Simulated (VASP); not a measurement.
Ag2As3:

```xyz
5
Lattice="4.3177 0.0000 0.0000 -2.1588 3.7392 0.0000 0.0000 0.0000 6.4284" Properties=species:S:1:pos:R:3 pbc="T T T"
Ag    0.0000    2.4928    1.2132
Ag    2.1588    1.2464    5.2152
As    0.0000    0.0000    0.0000
As    0.0000    2.4928    3.9953
As    2.1588    1.2464    2.4331
```

| Property | Result |
| --- | --- |
| Program | VASP 6.6.1 |
| Task | relaxation of cell and atoms |
| Functional | PBE |
| Potentials or basis | VASP PAW PBE potentials, release 64 (Ag, As) |
| Cutoff | 600 eV |
| k mesh | 12 × 12 × 6 |
| Occupations | gaussian, width 0.1 eV |
| Spin | no spin polarisation |

At the start: pressure -0.1 GPa; volume 20.76 Å³/atom.

Q: How do energy, volume and symmetry change on relaxing?

A: Over 22 steps the energy falls by 18.3 meV/atom and the volume is 21.13 Å³/atom (+1.8 %); space group P-3m1 (No. 164, to 0.1 Å) before and after.

Step by step:
```
step  energy change (eV)  largest force (eV/Å)  pressure (GPa)  volume (Å³)
   1              0.0000                0.0491           -0.12       103.79
   2             -0.0068                0.0870            0.03       103.55
   3             -0.0183                0.2113            0.62       102.81
   4             -0.0241                0.2270            0.20       103.37
   5             -0.0337                0.2714           -0.94       105.05
   6             -0.0344                0.2823           -1.22       105.53
   7             -0.0368                0.2813           -1.22       105.59
   8             -0.0440                0.2742           -1.26       105.76
   9             -0.0575                0.2459           -1.27       106.08
  10             -0.0767                0.1172           -1.12       106.63
  11             -0.0491                0.4744            0.00       107.35
  12             -0.0799                0.1429           -0.96       106.78
  13             -0.0850                0.1295           -0.24       105.69
  14             -0.0857                0.1225            0.10       105.17
  15             -0.0857                0.1221            0.12       105.12
  16             -0.0867                0.1093            0.13       105.14
  17             -0.0889                0.0718            0.08       105.20
  18             -0.0901                0.0824            0.02       105.31
  19             -0.0902                0.0710            0.03       105.28
  20             -0.0909                0.0480            0.01       105.40
  21             -0.0914                0.0149           -0.02       105.58
  22             -0.0914                0.0054           -0.03       105.63
```

Final structure:
```yaml
crystal:
  lattice:
    - [4.10201, 0.00000, 0.00000]
    - [-2.05100, 3.55244, 0.00000]
    - [0.00000, 0.00000, 7.24858]
  atoms:
    - { symbol: Ag, position: [0.33333, 0.66667, 0.18113] }
    - { symbol: Ag, position: [0.66667, 0.33333, 0.81887] }
    - { symbol: As, position: [0.00000, 0.00000, 0.00000] }
    - { symbol: As, position: [0.33333, 0.66667, 0.59490] }
    - { symbol: As, position: [0.66667, 0.33333, 0.40510] }
```

Caveat: an odd number of electrons without spin polarisation forces a metal; a magnetic or distorted state may lie lower.
